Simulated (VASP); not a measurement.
Here is a VASP 6.6.1 calculation.

The input INCAR:

```
PREC     = Accurate       # precision mode
ENCUT    = 520            # plane-wave cutoff, eV
EDIFF    = 1E-7           # SCF threshold, eV
ISMEAR   = -1             # smearing method
SIGMA    = 0.08           # smearing width, eV
LREAL    = F              # projectors in reciprocal space
LASPH    = T              # aspherical terms in the spheres
NELM     = 60             # most SCF steps
ALGO     = Normal         # electronic algorithm
ISIF     = 2              # what is computed and relaxed
LWAVE    = F              # write WAVECAR
LCHARG   = F              # write CHGCAR
GGA      = PE             # functional
NBANDS   = 10             # bands
```

File KPOINTS:

```
Automatic mesh
0
Gamma
  15 15 15
```

The input POSCAR:

```
Al
1.0
    0.0000000000      2.1735297231      2.1735297231
    2.1735297231      0.0000000000      2.1735297231
    2.1735297231      2.1735297231      0.0000000000
Al
2
Direct
   -0.1250000000     -0.1250000000     -0.1250000000
    0.1250000000      0.1250000000      0.1250000000
```

Potentials or basis: VASP PAW PBE potentials, release 64 (Al).

The run is started by

```sh
$ cat potpaw_PBE.64/Al/POTCAR > POTCAR
$ mpirun -np 1 vasp_std > vasp.out
```

Question: Estimate the pressure.

Answer: 231.8 GPa.

Question: Estimate the band gap on the k mesh.

Answer: Zero (band 3 reaches 17.87 eV, above the bottom of band 4 at 9.26 eV).
